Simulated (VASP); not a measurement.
A run of VASP 6.6.1:

The input POSCAR:

```
NbB2
1.0
    3.0699953417      0.0000000000      0.0000000000
   -1.5349976709      2.6586939554      0.0000000000
    0.0000000000      0.0000000000      3.2917465480
Nb B
1 2
Direct
    0.0000000000      0.0000000000      0.0000000000
    0.3333333333      0.6666666667      0.5000000000
    0.6666666667      0.3333333333      0.5000000000
```

Contents of INCAR.step1:

```
SYSTEM = NbB2
PREC     = Accurate       ! precision mode
ENCUT    = 600            ! plane-wave cutoff, eV
ISMEAR   = 0              ! smearing method
SIGMA    = 0.1            ! smearing width, eV
LREAL    = .False.        ! projectors in reciprocal space
LASPH    = .True.         ! aspherical terms in the spheres
NELM     = 60             ! most SCF steps
GGA      = PE             ! functional
ALGO     = Normal         ! electronic algorithm
EDIFF    = 1E-4           ! SCF threshold, eV
LWAVE    = .True.         ! write WAVECAR
LCHARG   = .False.        ! write CHGCAR
```

The input INCAR.step2:

```
SYSTEM = NbB2
PREC     = Accurate       ! precision mode
ENCUT    = 600            ! plane-wave cutoff, eV
EDIFF    = 1E-6           ! SCF threshold, eV
ISMEAR   = 0              ! smearing method
SIGMA    = 0.1            ! smearing width, eV
LREAL    = .False.        ! projectors in reciprocal space
LASPH    = .True.         ! aspherical terms in the spheres
NELM     = 60             ! most SCF steps
ALGO     = Normal         ! electronic algorithm
ISIF     = 4              ! what is computed and relaxed
LWAVE    = .False.        ! write WAVECAR
LCHARG   = .False.        ! write CHGCAR
METAGGA  = R2SCAN         ! meta-GGA
LMIXTAU  = .True.       
IBRION   = 2              ! ionic algorithm
NSW      = 50             ! ionic steps
EDIFFG   = -0.01          ! ionic threshold
ISTART   = 1
```

The input KPOINTS:

```
regular mesh
0
Gamma
  15 15 12
  0 0 0
```

Potentials or basis: VASP PAW PBE potentials, release 64 (Nb_sv, B).

Run with:

```bash
$ cat potpaw_PBE.64/Nb_sv/POTCAR potpaw_PBE.64/B/POTCAR > POTCAR
$ cp INCAR.step1 INCAR
$ mpirun -np 1 vasp_std > vasp.out
$ cp INCAR.step2 INCAR
$ mpirun -np 1 vasp_std > vasp.out
```

Hardware: 1 thread of Intel Xeon 8259CL, with other jobs on the host.

Q: Estimate the wall time of this run.

A: Wall time 9.4 min on 1 thread of Intel Xeon 8259CL (shared host), peak memory 0.24 GiB. Counts: k points 189, ion steps 2.
